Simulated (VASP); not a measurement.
# AlN (P6_3mc) in VASP: notebook, part 4 of 4

VASP 6.6.1.

## Step 7: Vibrations by perturbation theory, LDA

This run uses another cell than the first one, of 10.49 Å³/atom.

INCAR reads:

```
SYSTEM = AlN
  PREC = Accurate
  ENCUT = 520
  EDIFF = 1E-8
  ISMEAR = 0
  SIGMA = 0.01
  LREAL = .FALSE.
  LASPH = .TRUE.
  NELM = 80
  ALGO = Normal
  ISIF = 2
  LWAVE = .FALSE.
  LCHARG = .FALSE.
  IBRION = 8
  NSW = 1
  LEPSILON = .TRUE.
```

KPOINTS reads:

```
Automatic mesh
0
G
  9 9 6
  0 0 0
```

POSCAR reads:

```
AlN
1.0
    3.1192260000      0.0000000000      0.0000000000
   -1.5596130000      2.7013289562      0.0000000000
    0.0000000000      0.0000000000      4.9810000000
Al N
2 2
Direct
    0.3333333333      0.6666666667     -0.0010973988
    0.6666666667      0.3333333333      0.4989026012
    0.3333333333      0.6666666667      0.3810973988
    0.6666666667      0.3333333333      0.8810973988
```

Potentials or basis: VASP PAW LDA potentials, release 64 (Al, N).

Run with:

```sh
cat potpaw_LDA.64/Al/POTCAR potpaw_LDA.64/N/POTCAR > POTCAR
mpirun -np 1 vasp_std > vasp.out
```

OUTCAR:

```text
SYSTEM = AlN
   PREC = Accurate
   ENCUT = 520
   EDIFF = 1E-8
   ISMEAR = 0
   LREAL = .FALSE.
   LASPH = .TRUE.
   NELM = 80
   ISIF = 2
   IBRION = 8
   NSW = 1
   LEPSILON = .TRUE.

 ion  position               nearest neighbor table
   1  0.333  0.667  0.999-   4 1.89   4 1.89   4 1.89   3 1.90   2 3.07   2 3.07   2 3.07   2 3.07
                             2 3.07   2 3.07
   2  0.667  0.333  0.499-   3 1.89   3 1.89   3 1.89   4 1.90   1 3.07   1 3.07   1 3.07   1 3.07
                             1 3.07   1 3.07
[... 796 lines left out ...]
      1.559613  0.900443  2.485034    -0.000000   -0.000000    0.573710
     -0.000000  1.800886  1.898246    -0.000000   -0.000000    0.413348
      1.559613  0.900443  4.388746    -0.000000   -0.000000    0.413348

--------------------------------------------------------------------------------------------------------

 MACROSCOPIC STATIC DIELECTRIC TENSOR IONIC CONTRIBUTION
 ------------------------------------------------------
           3.726294     0.000000     0.000000
           0.000000     3.726294    -0.000000
           0.000000    -0.000000     5.005913
 ------------------------------------------------------

 ELASTIC MODULI CONTR FROM IONIC RELAXATION (kBar)
 Direction    XX          YY          ZZ          XY          YZ          ZX
 --------------------------------------------------------------------------------
 XX        -631.9449    306.9115    372.4961      0.0000      0.0000      0.0000
 YY         306.9115   -631.9449    372.4961     -0.0000      0.0000     -0.0000
 ZZ         372.4961    372.4961   -853.7790      0.0000     -0.0000      0.0000
 XY           0.0000     -0.0000      0.0000   -469.4282      0.0000     -0.0000
 YZ           0.0000      0.0000     -0.0000      0.0000   -112.1718     -0.0000
 ZX           0.0000     -0.0000      0.0000      0.0000     -0.0000   -120.0848
 --------------------------------------------------------------------------------

 PIEZOELECTRIC TENSOR IONIC CONTR  for field in x, y, z        (C/m^2)
          XX          YY          ZZ          XY          YZ          ZX
  --------------------------------------------------------------------------------
  x     0.00000    -0.00000     0.00000    -0.00000    -0.00000    -0.62944
  y     0.00000    -0.00000    -0.00000     0.00000    -0.60835    -0.00000
  z    -0.84872    -0.84872     1.94530    -0.00000     0.00000    -0.00000
```

OSZICAR:

```text
N       E                     dE             d eps       ncg     rms          rms(c)
DAV:   1     0.483607252359E+02    0.48361E+02   -0.75755E+03  1152   0.119E+03
DAV:   2    -0.341233871945E+02   -0.82484E+02   -0.76192E+02  1680   0.213E+02
DAV:   3    -0.378247733667E+02   -0.37014E+01   -0.36864E+01  1512   0.490E+01
DAV:   4    -0.378514364848E+02   -0.26663E-01   -0.26655E-01  1332   0.500E+00
[... 173 lines left out ...]
RMM:   7    -0.249624463475E+00    0.80330E-05    0.98423E-07  2642   0.267E-03    0.377E-04
RMM:   8    -0.249625070663E+00   -0.60719E-06   -0.55805E-07  2680   0.325E-04    0.222E-04
RMM:   9    -0.249625183475E+00   -0.11281E-06   -0.15461E-07  2713   0.149E-04    0.174E-05
RMM:  10    -0.249625206882E+00   -0.23407E-07   -0.18695E-08  2717   0.261E-05    0.989E-06
RMM:  11    -0.249625208775E+00   -0.18924E-08    0.22290E-08  2718   0.131E-05    0.282E-06
 Linear response finished
```

stdout:

```text
POSCAR found type information on POSCAR AlN
 POSCAR found :  2 types and       4 ions
 scaLAPACK will be used
 LDA part: xc-table for (Slater(with rela. corr.)+CA(PZ))
 , standard interpolation
 POSCAR, INCAR and KPOINTS ok, starting setup
 FFT: planning ... GRIDC
 FFT: planning ... GRID_SOFT
 FFT: planning ... GRID
[... 33 lines left out ...]
 first order change of Fermi-energy  -0.10186E+01
 force on displaced ion       1 direction 3 :  -0.000   0.000 -20.660
 Born effective charge ion    1 direction 3 :   0.000   0.000   2.675
 Linear response progress:
 first order change of Fermi-energy   0.48052E-01
 force on displaced ion       3 direction 1 : -15.342  -0.000  -0.000
 Born effective charge ion    3 direction 1 :  -2.514   0.000  -0.000
 Linear response progress:
 first order change of Fermi-energy   0.10154E+01
 force on displaced ion       3 direction 3 :  -0.000  -0.000 -19.272
 Born effective charge ion    3 direction 3 :   0.000  -0.000  -2.675
 Born effective charges drift removed
 Linear response finished
```

Wall time 9.4 min (1 thread of Intel Xeon 8259CL, shared host); peak memory 0.42 GiB.

Results:

* Electronic dielectric tensor (diagonal): 4.45, 4.45, 4.66
* Born charges (mean of the diagonal): Al +2.57; N -2.57 e
* Highest phonon frequency at Γ, LO-TO splitting left out: 714 cm⁻¹

Phonon frequencies in cm⁻¹ (negative: imaginary):
```csv
q point,frequencies
"(0.000, 0.000, 0.000)",0 0 0 240 240 540 603 644 644 657 657 714
```

Electronic dielectric tensor:
```
4.45 0.00 0.00
0.00 4.45 0.00
0.00 0.00 4.66
```

Born effective charge tensors (e):
atom 1, Al
```
2.51 0.00 0.00
0.00 2.51 0.00
0.00 0.00 2.68
```
atom 2, Al
```
2.51 0.00 0.00
0.00 2.51 0.00
0.00 0.00 2.68
```
atom 3, N
```
-2.51  0.00  0.00
 0.00 -2.51  0.00
 0.00  0.00 -2.68
```
atom 4, N
```
-2.51  0.00  0.00
 0.00 -2.51  0.00
 0.00  0.00 -2.68
```

Caveat: the cell stands under pressure or tension, which shifts response properties.
